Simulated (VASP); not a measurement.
# Ti (P6_3/mmc) in VASP: settings compared, part 2 of 2

VASP 6.6.1. The steps go on from the part before.

**3. Single point, PBE**

File INCAR:

```
SYSTEM = Ti
PREC = Accurate
ENCUT = 520
EDIFF = 1E-7
ISMEAR = 0
SIGMA = 0.016
LREAL = .FALSE.
LASPH = .TRUE.
NELM = 100
ALGO = Normal
ISIF = 2
LWAVE = .FALSE.
LCHARG = .FALSE.
GGA = PE
NBANDS = 19
```

File KPOINTS:

```
regular mesh
0
G
  10 10 6
  0 0 0
```

File POSCAR:

```
Ti
1.0
    2.9500000000      0.0000000000      0.0000000000
   -1.4750000000      2.5547749412      0.0000000000
    0.0000000000      0.0000000000      4.6800000000
Ti
2
Direct
    0.6666666667      0.3333333333      0.7500000000
    0.3333333333      0.6666666667      0.2500000000
```

Potentials or basis: VASP PAW PBE potentials, release 64 (Ti_sv).

On the command line:

```sh
cat potpaw_PBE.64/Ti_sv/POTCAR > POTCAR
mpirun -np 1 vasp_std > vasp.out
```

OUTCAR:

```text
SYSTEM = Ti
   PREC = Accurate
   ENCUT = 520
   EDIFF = 1E-7
   ISMEAR = 0
   LREAL = .FALSE.
   LASPH = .TRUE.
   NELM = 100
   ISIF = 2
   GGA = PE

 ion  position               nearest neighbor table
   1  0.667  0.333  0.750-   2 2.89   2 2.89   2 2.89   2 2.89   2 2.89   2 2.89
   2  0.333  0.667  0.250-   1 2.89   1 2.89   1 2.89   1 2.89   1 2.89   1 2.89

  LATTYP: Found a hexagonal cell.
 ALAT       =     2.9500000000
 C/A-ratio  =     1.5864406780

  Lattice vectors:

 A1 = (   2.9500000000,   0.0000000000,   0.0000000000)
 A2 = (  -1.4750000000,   2.5547749412,   0.0000000000)
 A3 = (   0.0000000000,   0.0000000000,   4.6800000000)

Analysis of symmetry for initial positions (statically):
=====================================================================
 Subroutine PRICEL returns:
 Original cell was already a primitive cell.

 Routine SETGRP: Setting up the symmetry group for a
 hexagonal supercell.

 Subroutine GETGRP returns: Found 24 space group operations
 (whereof 12 operations were pure point group operations)
 out of a pool of 24 trial point group operations.

The static configuration has the point symmetry D_3d.
 The point group associated with its full space group is D_6h.

Analysis of symmetry for dynamics (positions and initial velocities):
=====================================================================
 Subroutine PRICEL returns:
 Original cell was already a primitive cell.

 Routine SETGRP: Setting up the symmetry group for a
 hexagonal supercell.

 Subroutine GETGRP returns: Found 24 space group operations
 (whereof 12 operations were pure point group operations)
 out of a pool of 24 trial point group operations.

The dynamic configuration has the point symmetry D_3d.
 The point group associated with its full space group is D_6h.

 Subroutine INISYM returns: Found 24 space group operations
 (whereof 12 operations are pure point group operations),
[... 106 lines left out ...]
   PSTRESS=    0.0 pullay stress
   NELECT =      24.0000    total number of electrons
   NUPDOWN=      -1.0000    fix difference up-down
   EMIN   =  10.00;   EMAX   =-10.00  energy-range for DOS
   EFERMI =   0.00;   METHOD = LEGACY
   ISMEAR =     0;   SIGMA  =   0.02  broadening in eV -4-tet -1-fermi 0-gaus
   EFERMI_NEDOS =   21; number of points for ismear=-14 and -15
   IALGO  =     38    algorithm
   IMIX   =      4    mixing-type and parameters
     AMIX     =   0.40;   BMIX     =  1.00
     AMIX_MAG =   1.60;   BMIX_MAG =  1.00
  volume/ion in A,a.u.               =      17.64       119.01
  Fermi-wavevector in a.u.,A,eV,Ry     =   1.439920  2.721055 28.209912  2.073370
  Thomas-Fermi vector in A             =   2.558722
   LORBIT       =      0    0 simple, 1 ext, 2 COOP (PROOUT), +10 PAW based schemes
   GGA     = PE    functional components
   LHFCALC =     F    Hartree Fock is set to
   AEXX    =    0.0000 exact exchange contribution
   IVDW    =     0    specifies the selected vdW correction
   LEPSILON=     F    determine dielectric tensor
   LRPA    =     F    only Hartree local field effects (RPA)
 non-spin polarized calculation
 Gauss-broadening in eV      SIGMA  =   0.02
  energy-cutoff  :      520.00
  volume of cell :       35.27
 maximum number of plane-waves:       973
 NGX is ok and might be reduce to    24
   NGX = 11   NGY = 11   NGZ = 17

 number of electron      24.0000002 magnetization

 Free energy of the ion-electron system (eV)
  ---------------------------------------------------
  ext. energy  EPLUGINS =         0.00000000
  ---------------------------------------------------
  free energy    TOTEN  =       -15.66523074 eV

  energy without entropy =      -15.66470437  energy(sigma->0) =      -15.66496756

 E-fermi :   8.1486     XC(G=0): -11.4270

 val. band max:        8.1395156537   @ k =   0.2000   0.0000   0.3333
 cond. band min:       8.1513837700   @ k =   0.1000   0.1000   0.1667
 fundamental gap:      0.0118681163
 Fermi energy:         8.1485737737

 k-point     1 :       0.0000    0.0000    0.0000
  band No.  band energies     occupation
      1     -48.7210      2.00000
      2     -48.5934      2.00000
      3     -25.2898      2.00000
      4     -24.6766      2.00000
      5     -24.6766      2.00000
      6     -24.6189      2.00000
[... 505 lines left out ...]
      6     -24.8177      2.00000
[... 11 lines left out ...]
     18      11.5213      0.00000
     19      12.2257      0.00000

 [... further k-points ...]
[... 5 lines left out ...]
  --------------------------------------------------------------------------------------
  -------------------------------------------------------------------------------------
  Total       -0.3499094     -0.3499094     -0.4109307      0.0000000     -0.0000000      0.0000000
  in kB      -15.8944551    -15.8944551    -18.6663187      0.0000000     -0.0000000      0.0000000
  external PRESSURE =     -16.8184096 kB  Pullay stress =       0.0000000 kB

 VOLUME and BASIS-vectors are now :
 -----------------------------------------------------------------------------
  energy-cutoff  :      520.00
  volume of cell :       35.27
      direct lattice vectors                 reciprocal lattice vectors
     2.950000000  0.000000000  0.000000000     0.338983051  0.195711956  0.000000000
    -1.475000000  2.554774941  0.000000000     0.000000000  0.391423911  0.000000000
     0.000000000  0.000000000  4.680000000     0.000000000  0.000000000  0.213675214

 POSITION                                       TOTAL-FORCE (eV/Angst)
 -----------------------------------------------------------------------------------
      1.47500      0.85159      3.51000        -0.000000      0.000000      0.000000
     -0.00000      1.70318      1.17000         0.000000      0.000000      0.000000
 -----------------------------------------------------------------------------------
    total drift:                               -0.000000      0.000000     -0.000000

  FREE ENERGIE OF THE ION-ELECTRON SYSTEM (eV)
  ---------------------------------------------------
  free  energy   TOTEN  =       -15.6652307404 eV

  energy  without entropy=      -15.6647043714  energy(sigma->0) =      -15.66496756
```

OSZICAR:

```text
N       E                     dE             d eps       ncg     rms          rms(c)
DAV:   1     0.265322288666E+03    0.26532E+03   -0.13066E+04  2128   0.157E+03
DAV:   2     0.127134908117E+02   -0.25261E+03   -0.24879E+03  2200   0.443E+02
DAV:   3    -0.165374189460E+02   -0.29251E+02   -0.28948E+02  3991   0.124E+02
DAV:   4    -0.177433564483E+02   -0.12059E+01   -0.12047E+01  2419   0.264E+01
DAV:   5    -0.178021723870E+02   -0.58816E-01   -0.58811E-01  3184   0.411E+00    0.117E+01
DAV:   6    -0.156656618854E+02    0.21365E+01   -0.78282E+00  2463   0.279E+01    0.289E+00
DAV:   7    -0.156478210379E+02    0.17841E-01   -0.69400E-01  3187   0.605E+00    0.206E+00
DAV:   8    -0.156724461910E+02   -0.24625E-01   -0.19267E-01  2359   0.505E+00    0.674E-01
DAV:   9    -0.156648498963E+02    0.75963E-02   -0.41961E-02  2414   0.206E+00    0.647E-02
DAV:  10    -0.156651602008E+02   -0.31030E-03   -0.26230E-03  3056   0.301E-01    0.798E-02
DAV:  11    -0.156652402744E+02   -0.80074E-04   -0.21719E-04  2570   0.101E-01    0.284E-02
DAV:  12    -0.156652285030E+02    0.11771E-04   -0.38370E-05  2908   0.446E-02    0.896E-03
DAV:  13    -0.156652300009E+02   -0.14979E-05   -0.13325E-06  2620   0.933E-03    0.111E-03
DAV:  14    -0.156652304924E+02   -0.49154E-06   -0.22631E-07  1962   0.302E-03    0.156E-03
DAV:  15    -0.156652307254E+02   -0.23297E-06   -0.81105E-08  1399   0.256E-03    0.146E-04
DAV:  16    -0.156652307404E+02   -0.15032E-07   -0.87648E-09  1115   0.926E-04
   1 F= -.15665231E+02 E0= -.15664968E+02  d E =-.526369E-03
```

stdout:

```text
POSCAR found type information on POSCAR Ti
 POSCAR found :  1 types and       2 ions
 scaLAPACK will be used
 LDA part: xc-table for (Slater+PW92), standard interpolation
 POSCAR, INCAR and KPOINTS ok, starting setup
 FFT: planning ... GRIDC
 FFT: planning ... GRID_SOFT
 FFT: planning ... GRID
 WAVECAR not read
 entering main loop
```

Wall time 52 s (1 thread of AMD EPYC 7R43 (Zen 3), shared host); peak memory 0.13 GiB.

Results:

```
Free energy            : -15.6652 eV
Pressure               : -1.7 GPa
Band gap on the k mesh : zero (band 12 reaches 8.94 eV, above the bottom of band 13 at 7.94 eV)
```

**4. Relaxation of cell and atoms, revPBE**

File INCAR:

```
SYSTEM = Ti
  PREC = Accurate
  ENCUT = 600
  EDIFF = 1E-7
  ISMEAR = -1
  SIGMA = 0.05
  LREAL = .False.
  LASPH = .True.
  NELM = 80
  ALGO = Normal
  ISIF = 3
  LWAVE = .False.
  LCHARG = .False.
  GGA = RE
  IBRION = 2
  NSW = 60
  EDIFFG = -0.01
```

File KPOINTS:

```
regular mesh
0
Gamma
  10 10 6
  0 0 0
```

POSCAR is that of step 3.

On the command line:

```sh
cat potpaw_PBE.64/Ti_sv/POTCAR > POTCAR
mpirun -np 1 vasp_std > vasp.out
```

Run time: 2 min. Hardware: 1 thread of AMD EPYC 7R43 (Zen 3), shared host; peak memory 0.14 GiB.

The run converged. Its results:

* Free energy: -15.0455 eV
* Relaxed volume: 17.73 Å³/atom
* Relaxed cell: a = 2.957 Å, b = 2.957 Å, c = 4.681 Å, α = 90.00°, β = 90.00°, γ = 120.00°
* Space group after relaxing (to 0.05 Å): P6_3/mmc (No. 194)
* Energy gained by relaxing: 0.2 meV/atom
* Ionic steps: 4
* Pressure after relaxing: 0.0 GPa
* Band gap on the k mesh: zero (band 12 reaches 8.97 eV, above the bottom of band 13 at 7.96 eV)

Stress tensor (GPa, compression positive):
```
 0.02  0.00  0.00
 0.00  0.02  0.00
 0.00  0.00 -0.08
```

Step by step:
| step | energy change (eV) | largest force (eV/Å) | pressure (GPa) | volume (Å³) |
| --- | --- | --- | --- | --- |
| 1 | 0.0000 | 0.0000 | 0.54 | 35.27 |
| 2 | -0.0002 | 0.0000 | -0.37 | 35.58 |
| 3 | -0.0003 | 0.0000 | -0.03 | 35.46 |
| 4 | -0.0004 | 0.0000 | -0.02 | 35.45 |

Final structure:
```xyz
2
Lattice="2.9573 0.0000 0.0000 -1.4786 2.5611 0.0000 0.0000 0.0000 4.6813" Properties=species:S:1:pos:R:3 pbc="T T T"
Ti    1.4786    0.8537    3.5109
Ti    0.0000    1.7074    1.1703
```

Levels at points of the mesh, in eV from the Fermi level:
| k point | band 10 | band 11 | band 12 | band 13 | band 14 | band 15 |
| --- | --- | --- | --- | --- | --- | --- |
| (0.00, 0.00, 0.00) | -2.63 | 0.71 | 0.78 | 0.78 | 0.88 | 1.26 |
| (0.50, 0.00, 0.00) | -2.09 | -1.78 | -0.66 | 0.49 | 0.62 | 1.16 |
| (0.00, 0.00, 0.50) | -4.33 | 0.09 | 0.09 | 0.68 | 0.68 | 0.68 |
| (0.50, 0.00, 0.50) | -2.48 | -0.78 | -0.78 | 1.27 | 1.27 | 1.70 |

Caveat: the PAW data sets were made with another functional, which shifts forces and pressure a little.

**5. Summary**

| task | level | cell | cutoff (eV) | smearing | gap on the mesh (eV) | pressure (GPa) |
| --- | --- | --- | --- | --- | --- | --- |
| single point | PBE | as given | 520 | gaussian 0.015 eV | none | -1.7 |
| single point | PBE | as given | 520 | gaussian 0.016 eV | none | -1.7 |
| relaxation of cell and atoms | revPBE | relaxed | 600 | fermi-dirac 0.05 eV | none | 0.0 |

Alike in all rows: potentials or basis VASP PAW PBE potentials, release 64 (Ti_sv); no spin polarisation; k mesh 10 × 10 × 6.

Caveats: the PAW data sets were made with another functional, which shifts forces and pressure a little (some runs).

Absolute energies hang on the potentials; compare differences alone.
